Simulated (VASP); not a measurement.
# Ca2C (Fm-3m) in VASP: notebook

The runs below take Ca2C through single point, with PBE.

Everything below comes from runs of VASP 6.6.1. Logs are shortened: lines on timing, memory, paths and dates and some standing lists are left out, and cuts for length are marked.

### 1 The cell of the first run

Symmetry: Fm-3m, No. 225, cubic system. The conventional cell has a = 6.155 Å, b = 6.155 Å, c = 6.155 Å, α = 90.00°, β = 90.00°, γ = 90.00°. Within 3.5 Å of C (site symmetry m-3m) lie 8 Ca at 2.67 Å. Ca (site symmetry -43m) has 4 C at 2.67 Å and 6 Ca at 3.08 Å within 3.5 Å.

### 2 Single point, PBE (19.43 Å³/atom)

Contents of INCAR:

```
PREC = Accurate
ENCUT = 520
EDIFF = 1E-7
ISMEAR = 0
SIGMA = 0.01
LREAL = F
LASPH = T
NELM = 60
ALGO = Normal
ISIF = 2
LWAVE = F
LCHARG = F
GGA = PE
NBANDS = 19
```

Contents of KPOINTS:

```
Automatic mesh
0
Gamma
  6 6 6
```

Contents of POSCAR:

```
Ca2C
1.0
    0.0000000000      3.0776443025      3.0776443025
    3.0776443025      0.0000000000      3.0776443025
    3.0776443025      3.0776443025      0.0000000000
C Ca
1 2
Direct
    0.0000000000      0.0000000000      0.0000000000
    0.2500000000      0.2500000000      0.2500000000
    0.7500000000      0.7500000000      0.7500000000
```

Potentials or basis: VASP PAW PBE potentials, release 64 (C, Ca_sv).

Started as:

```bash
$ cat potpaw_PBE.64/C/POTCAR potpaw_PBE.64/Ca_sv/POTCAR > POTCAR
$ mpirun -np 1 vasp_std > vasp.out
```

OUTCAR:

```text
PREC = Accurate
   ENCUT = 520
   EDIFF = 1E-7
   ISMEAR = 0
   LREAL = F
   LASPH = T
   NELM = 60
   ISIF = 2
   GGA = PE

 ion  position               nearest neighbor table
   1  0.000  0.000  0.000-
   2  0.250  0.250  0.250-   3 3.08   3 3.08   3 3.08   3 3.08   3 3.08   3 3.08
   3  0.750  0.750  0.750-   2 3.08   2 3.08   2 3.08   2 3.08   2 3.08   2 3.08

  LATTYP: Found a face centered cubic cell.
 ALAT       =     6.1552886050

  Lattice vectors:

 A1 = (   0.0000000000,   3.0776443025,   3.0776443025)
 A2 = (   3.0776443025,   0.0000000000,   3.0776443025)
 A3 = (   3.0776443025,   3.0776443025,   0.0000000000)

Analysis of symmetry for initial positions (statically):
=====================================================================
 Subroutine PRICEL returns:
 Original cell was already a primitive cell.

 Routine SETGRP: Setting up the symmetry group for a
 face centered cubic supercell.

 Subroutine GETGRP returns: Found 48 space group operations
 (whereof 48 operations were pure point group operations)
 out of a pool of 48 trial point group operations.

The static configuration has the point symmetry O_h .

Analysis of symmetry for dynamics (positions and initial velocities):
=====================================================================
 Subroutine PRICEL returns:
 Original cell was already a primitive cell.

 Routine SETGRP: Setting up the symmetry group for a
 face centered cubic supercell.

 Subroutine GETGRP returns: Found 48 space group operations
 (whereof 48 operations were pure point group operations)
 out of a pool of 48 trial point group operations.

The dynamic configuration has the point symmetry O_h .

 Subroutine INISYM returns: Found 48 space group operations
 (whereof 48 operations are pure point group operations),
 and found     1 'primitive' translations

----------------------------------------------------------------------------------------

                                     Primitive cell

  volume of cell :      58.3022

  direct lattice vectors                    reciprocal lattice vectors
     0.000000000  3.077644302  3.077644302    -0.162461919  0.162461919  0.162461919
     3.077644302  0.000000000  3.077644302     0.162461919 -0.162461919  0.162461919
     3.077644302  3.077644302  0.000000000     0.162461919  0.162461919 -0.162461919

  length of vectors
     4.352446313  4.352446313  4.352446313     0.281392298  0.281392298  0.281392298

  position of ions in fractional coordinates (direct lattice)
     0.000000000  0.000000000  0.000000000
     0.250000000  0.250000000  0.250000000
     0.750000000  0.750000000  0.750000000

  ion indices of the primitive-cell ions
   primitive index   ion index
                 1           1
                 2           2
                 3           3

----------------------------------------------------------------------------------------

 KPOINTS: Automatic mesh

Automatic generation of k-mesh.
 Grid dimensions read from file:
 generate k-points for:    6    6    6

 Generating k-lattice:

  Cartesian coordinates                     Fractional coordinates (reciprocal lattice)
    -0.027076987  0.027076987  0.027076987     0.166666667  0.000000000  0.000000000
     0.027076987 -0.027076987  0.027076987     0.000000000  0.166666667  0.000000000
     0.027076987  0.027076987 -0.027076987     0.000000000  0.000000000  0.166666667

  Length of vectors
     0.046898716  0.046898716  0.046898716

  Shift w.r.t. Gamma in fractional coordinates (k-lattice)
     0.000000000  0.000000000  0.000000000

 Subroutine IBZKPT returns following result:
 ===========================================

 Found     16 irreducible k-points:

 Following reciprocal coordinates:
            Coordinates               Weight
  0.000000  0.000000  0.000000      1.000000
  0.166667  0.000000  0.000000      8.000000
  0.333333  0.000000  0.000000      8.000000
  0.500000  0.000000  0.000000      4.000000
  0.166667  0.166667  0.000000      6.000000
  0.333333  0.166667  0.000000     24.000000
[... 8 lines left out ...]
 -0.333333  0.333333  0.166667     24.000000
 -0.333333  0.500000  0.166667     12.000000
   k-points           NKPTS =     16   k-points in BZ     NKDIM =     16   number of bands    NBANDS=     19
   number of dos      NEDOS =    301   number of ions     NIONS =      3
   total plane-waves  NPLWV =  32768
   dimension x,y,z NGX =    32 NGY =   32 NGZ =   32
   dimension x,y,z NGXF=    64 NGYF=   64 NGZF=   64
   ions per type =               1   2
   NGX,Y,Z   is equivalent  to a cutoff of  12.22, 12.22, 12.22 a.u.
   NGXF,Y,Z  is equivalent  to a cutoff of  24.45, 24.45, 24.45 a.u.
 SYSTEM =  unknown system
   PREC   = accura    normal or accurate (medium, high low for compatibility)
   ISTART =      0    job   : 0-new  1-cont  2-samecut
   ICHARG =      2    charge: 1-file 2-atom 10-const
   ISPIN  =      1    spin polarized calculation?
   LNONCOLLINEAR =      F non collinear calculations
   LSORBIT =      F    spin-orbit coupling
   LASPH  =      T    aspherical Exc in radial PAW
   ENCUT  =  520.0 eV  38.22 Ry    6.18 a.u.   8.09  8.09  8.09*2*pi/ulx,y,z
   NELM   =     60;   NELMIN=  2; NELMDL= -5     # of ELM steps
   EDIFF  = 0.1E-06   stopping-criterion for ELM
   LREAL  =      F    real-space projection
   EDIFFG = 0.1E-05   stopping-criterion for IOM
   NSW    =      0    number of steps for IOM
   IBRION =     -1    ionic relax: 0-MD 1-quasi-New 2-CG
   NFREE  =      0    steps in history (QN), initial steepest desc. (CG)
   ISIF   =      2    stress and relaxation
   ISYM   =      2    0-nonsym 1-usesym 2-fastsym
   POTIM  = 0.5000    time-step for ionic-motion
   TEBEG  =    0.0;   TEEND  =   0.0 temperature during run
   PSTRESS=    0.0 pullay stress
   NELECT =      24.0000    total number of electrons
   NUPDOWN=      -1.0000    fix difference up-down
   EMIN   =  10.00;   EMAX   =-10.00  energy-range for DOS
   EFERMI =   0.00;   METHOD = LEGACY
   ISMEAR =     0;   SIGMA  =   0.01  broadening in eV -4-tet -1-fermi 0-gaus
   EFERMI_NEDOS =   21; number of points for ismear=-14 and -15
   IALGO  =     38    algorithm
   IMIX   =      4    mixing-type and parameters
     AMIX     =   0.40;   BMIX     =  1.00
     AMIX_MAG =   1.60;   BMIX_MAG =  1.00
  volume/ion in A,a.u.               =      19.43       131.15
  Fermi-wavevector in a.u.,A,eV,Ry     =   1.217821  2.301348 20.178640  1.483088
  Thomas-Fermi vector in A             =   2.353128
   LORBIT       =      0    0 simple, 1 ext, 2 COOP (PROOUT), +10 PAW based schemes
   GGA     = PE    functional components
   LHFCALC =     F    Hartree Fock is set to
   AEXX    =    0.0000 exact exchange contribution
   IVDW    =     0    specifies the selected vdW correction
   LEPSILON=     F    determine dielectric tensor
   LRPA    =     F    only Hartree local field effects (RPA)
 non-spin polarized calculation
 Gauss-broadening in eV      SIGMA  =   0.01
  energy-cutoff  :      520.00
  volume of cell :       58.30
 maximum number of plane-waves:      1588
   NGX = 17   NGY = 17   NGZ = 17

 number of electron      24.0000003 magnetization

 Free energy of the ion-electron system (eV)
  ---------------------------------------------------
  ext. energy  EPLUGINS =         0.00000000
  ---------------------------------------------------
  free energy    TOTEN  =       -12.01667950 eV

  energy without entropy =      -12.01667950  energy(sigma->0) =      -12.01667950

 E-fermi :   3.6450     XC(G=0):  -9.6847

 val. band max:        3.5546256587   @ k =   0.5000   0.5000   0.0000
 cond. band min:       3.7025996161   @ k =   0.5000   0.5000   0.0000
 fundamental gap:      0.1479739574
 Fermi energy:         3.6450320900

 k-point     1 :       0.0000    0.0000    0.0000
  band No.  band energies     occupation
      1     -36.6650      2.00000
      2     -36.4085      2.00000
      3     -17.8521      2.00000
      4     -17.8521      2.00000
      5     -17.8521      2.00000
      6     -17.3538      2.00000
[... 11 lines left out ...]
     18       9.5600      0.00000
     19      10.3474      0.00000

 k-point     2 :       0.1667    0.0000    0.0000
  band No.  band energies     occupation
      1     -36.6472      2.00000
      2     -36.4250      2.00000
      3     -17.8346      2.00000
      4     -17.8234      2.00000
      5     -17.8234      2.00000
      6     -17.4091      2.00000
[... 11 lines left out ...]
     18       9.1897      0.00000
     19      10.4698      0.00000

 k-point     3 :       0.3333    0.0000    0.0000
  band No.  band energies     occupation
      1     -36.5989      2.00000
      2     -36.4706      2.00000
      3     -17.7784      2.00000
      4     -17.7414      2.00000
      5     -17.7414      2.00000
      6     -17.5388      2.00000
[... 11 lines left out ...]
     18       8.5096      0.00000
     19       9.0548      0.00000

 k-point     4 :       0.5000    0.0000    0.0000
  band No.  band energies     occupation
      1     -36.5341      2.00000
      2     -36.5340      2.00000
      3     -17.6903      2.00000
      4     -17.6631      2.00000
      5     -17.6261      2.00000
      6     -17.6261      2.00000
[... 11 lines left out ...]
     18       8.1254      0.00000
     19       8.2607      0.00000

 k-point     5 :       0.1667    0.1667    0.0000
  band No.  band energies     occupation
      1     -36.6427      2.00000
      2     -36.4289      2.00000
      3     -17.8816      2.00000
      4     -17.8816      2.00000
      5     -17.6993      2.00000
      6     -17.5530      2.00000
[... 11 lines left out ...]
     18       9.1055      0.00000
     19       9.3130      0.00000

 k-point     6 :       0.3333    0.1667    0.0000
  band No.  band energies     occupation
      1     -36.6086      2.00000
      2     -36.4605      2.00000
      3     -17.8822      2.00000
      4     -17.8728      2.00000
      5     -17.7312      2.00000
      6     -17.5551      2.00000
[... 11 lines left out ...]
     18       8.3152      0.00000
     19       9.4801      0.00000

 k-point     7 :       0.5000    0.1667    0.0000
  band No.  band energies     occupation
      1     -36.5549      2.00000
      2     -36.5122      2.00000
      3     -17.8738      2.00000
      4     -17.8212      2.00000
      5     -17.7941      2.00000
      6     -17.4757      2.00000
[... 11 lines left out ...]
     18       8.7542      0.00000
     19       9.0585      0.00000

 k-point     8 :      -0.3333    0.1667    0.0000
  band No.  band energies     occupation
      1     -36.5709      2.00000
      2     -36.4968      2.00000
      3     -17.9336      2.00000
      4     -17.7048      2.00000
      5     -17.6623      2.00000
      6     -17.6107      2.00000
[... 11 lines left out ...]
     18       8.4750      0.00000
     19       9.0976      0.00000

 k-point     9 :      -0.1667    0.1667    0.0000
  band No.  band energies     occupation
      1     -36.6206      2.00000
      2     -36.4496      2.00000
      3     -17.9130      2.00000
      4     -17.7367      2.00000
      5     -17.7146      2.00000
      6     -17.5469      2.00000
[... 11 lines left out ...]
     18       9.0852      0.00000
     19       9.4804      0.00000

 k-point    10 :       0.3333    0.3333    0.0000
  band No.  band energies     occupation
      1     -36.5975      2.00000
      2     -36.4694      2.00000
      3     -17.9397      2.00000
      4     -17.9397      2.00000
      5     -17.9317      2.00000
      6     -17.3828      2.00000
[... 11 lines left out ...]
     18       8.3003      0.00000
     19       9.6890      0.00000

 k-point    11 :       0.5000    0.3333    0.0000
  band No.  band energies     occupation
      1     -36.5695      2.00000
      2     -36.4956      2.00000
      3     -18.0469      2.00000
      4     -17.9310      2.00000
      5     -17.9215      2.00000
      6     -17.3351      2.00000
[... 11 lines left out ...]
     18       8.8957      0.00000
     19       9.1055      0.00000

 k-point    12 :      -0.3333    0.3333    0.0000
  band No.  band energies     occupation
      1     -36.5328      2.00000
      2     -36.5327      2.00000
      3     -18.0441      2.00000
      4     -17.8507      2.00000
      5     -17.8202      2.00000
      6     -17.4530      2.00000
[... 11 lines left out ...]
     18       8.7611      0.00000
     19       9.1243      0.00000

 k-point    13 :       0.5000    0.5000    0.0000
  band No.  band energies     occupation
      1     -36.5747      2.00000
      2     -36.4894      2.00000
      3     -18.1123      2.00000
      4     -17.9683      2.00000
      5     -17.9683      2.00000
      6     -17.2821      2.00000
[... 11 lines left out ...]
     18       8.7645      0.00000
     19       8.7645      0.00000

 k-point    14 :       0.5000    0.3333    0.1667
  band No.  band energies     occupation
      1     -36.5761      2.00000
      2     -36.4906      2.00000
      3     -17.9759      2.00000
      4     -17.8993      2.00000
      5     -17.7781      2.00000
      6     -17.4832      2.00000
[... 11 lines left out ...]
     18       9.1145      0.00000
     19       9.2033      0.00000

 k-point    15 :      -0.3333    0.3333    0.1667
  band No.  band energies     occupation
      1     -36.5328      2.00000
      2     -36.5328      2.00000
      3     -17.9998      2.00000
      4     -17.9747      2.00000
      5     -17.6358      2.00000
      6     -17.6354      2.00000
[... 11 lines left out ...]
     18       8.6458      0.00000
     19       9.1995      0.00000

 k-point    16 :      -0.3333    0.5000    0.1667
  band No.  band energies     occupation
      1     -36.5536      2.00000
      2     -36.5109      2.00000
      3     -18.0787      2.00000
      4     -18.0031      2.00000
      5     -17.8035      2.00000
      6     -17.4607      2.00000
[... 11 lines left out ...]
     18       8.2530      0.00000
     19       9.1381      0.00000

------------------------ aborting loop because EDIFF is reached ----------------------------------------

  FORCE on cell =-STRESS in cart. coord.  units (eV):
  Direction    XX          YY          ZZ          XY          YZ          ZX
  --------------------------------------------------------------------------------------
  -------------------------------------------------------------------------------------
  Total        1.4582564      1.4582564      1.4582564      0.0000000     -0.0000000      0.0000000
  in kB       40.0736784     40.0736784     40.0736784      0.0000000     -0.0000000      0.0000000
  external PRESSURE =      40.0736784 kB  Pullay stress =       0.0000000 kB

 VOLUME and BASIS-vectors are now :
 -----------------------------------------------------------------------------
  energy-cutoff  :      520.00
  volume of cell :       58.30
      direct lattice vectors                 reciprocal lattice vectors
     0.000000000  3.077644302  3.077644302    -0.162461919  0.162461919  0.162461919
     3.077644302  0.000000000  3.077644302     0.162461919 -0.162461919  0.162461919
     3.077644302  3.077644302  0.000000000     0.162461919  0.162461919 -0.162461919

 POSITION                                       TOTAL-FORCE (eV/Angst)
 -----------------------------------------------------------------------------------
      0.00000      0.00000      0.00000        -0.000000      0.000000      0.000000
      1.53882      1.53882      1.53882         0.000000     -0.000000     -0.000000
      4.61647      4.61647      4.61647        -0.000000      0.000000      0.000000
 -----------------------------------------------------------------------------------
    total drift:                               -0.000000     -0.000000      0.000000

  FREE ENERGIE OF THE ION-ELECTRON SYSTEM (eV)
  ---------------------------------------------------
  free  energy   TOTEN  =       -12.0166795029 eV

  energy  without entropy=      -12.0166795029  energy(sigma->0) =      -12.01667950
```

It took 17 s on 1 thread of Intel Xeon 8259CL, shared host; peak memory 0.18 GiB.

What came out:

* Free energy: -12.0167 eV
* Pressure: 4.0 GPa
* Band gap on the k mesh: 0.15 eV

Levels at points of the mesh, in eV from the valence-band top:
| k point | band 9 | band 10 | band 11 | band 12 | band 13 | band 14 | band 15 | band 16 |
| --- | --- | --- | --- | --- | --- | --- | --- | --- |
| (0.00, 0.00, 0.00) | -8.49 | -1.21 | -1.21 | -1.21 | 0.95 | 1.82 | 1.82 | 6.01 |
| (0.50, 0.00, 0.00) | -7.82 | -1.98 | -0.48 | -0.48 | 2.73 | 3.03 | 3.03 | 4.41 |
| (0.50, 0.50, 0.00) | -7.68 | -2.08 | 0.00 | 0.00 | 0.15 | 2.55 | 2.70 | 4.87 |

Caveat: the cell stands under pressure.

[end of part 1 of 3]
